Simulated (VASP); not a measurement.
Ti5C: single point with PBE

The system is Ti5C.

```
CELL_PARAMETERS angstrom
4.70175 0.00000 0.00000
-2.35087 4.07183 0.00000
0.00000 0.00000 5.32879
ATOMIC_POSITIONS crystal
Ti 0.33333 0.66667 0.00000
Ti 0.66667 0.33333 0.00000
Ti 0.50000 0.00000 0.50000
Ti 0.50000 0.50000 0.50000
Ti 0.00000 0.50000 0.50000
C 0.00000 0.00000 0.00000
```

| Item | Value |
| --- | --- |
| Program | VASP 6.6.1 |
| Task | single point |
| Functional | PBE |
| Potentials or basis | VASP PAW PBE potentials, release 64 (Ti_sv, C) |
| Cutoff | 520 eV |
| k mesh | 6 × 6 × 4 |
| Occupations | gaussian, width 0.1 eV |
| Spin | no spin polarisation |

```
Pressure               : -0.1 GPa
Band gap on the k mesh : zero (band 32 reaches 7.04 eV, above the bottom of band 33 at 6.75 eV)
```

Stress tensor (GPa, compression positive):
```
-0.10  0.00  0.00
 0.00 -0.10  0.00
 0.00  0.00 -0.18
```

Levels at points of the mesh, in eV from the Fermi level:
| k point | band 28 | band 29 | band 30 | band 31 | band 32 | band 33 | band 34 | band 35 | band 36 | band 37 |
| --- | --- | --- | --- | --- | --- | --- | --- | --- | --- | --- |
| (0.00, 0.00, 0.00) | -1.36 | -1.14 | -1.14 | -0.39 | -0.39 | 0.13 | 0.13 | 0.22 | 0.22 | 0.87 |
| (0.50, 0.00, 0.00) | -0.72 | -0.62 | -0.22 | -0.21 | -0.13 | 0.00 | 0.15 | 1.25 | 1.38 | 1.47 |
| (0.00, 0.00, 0.50) | -1.31 | -1.01 | -0.76 | -0.38 | -0.38 | 0.60 | 0.60 | 0.73 | 0.73 | 0.78 |
| (0.50, 0.00, 0.50) | -0.79 | -0.67 | -0.45 | -0.33 | 0.01 | 0.16 | 0.30 | 1.26 | 1.28 | 1.44 |

Run time: 2 min on 1 thread of Intel(R) Xeon(R) Platinum 8488C (Sapphire Rapids), on a shared host, peak memory 0.24 GiB.
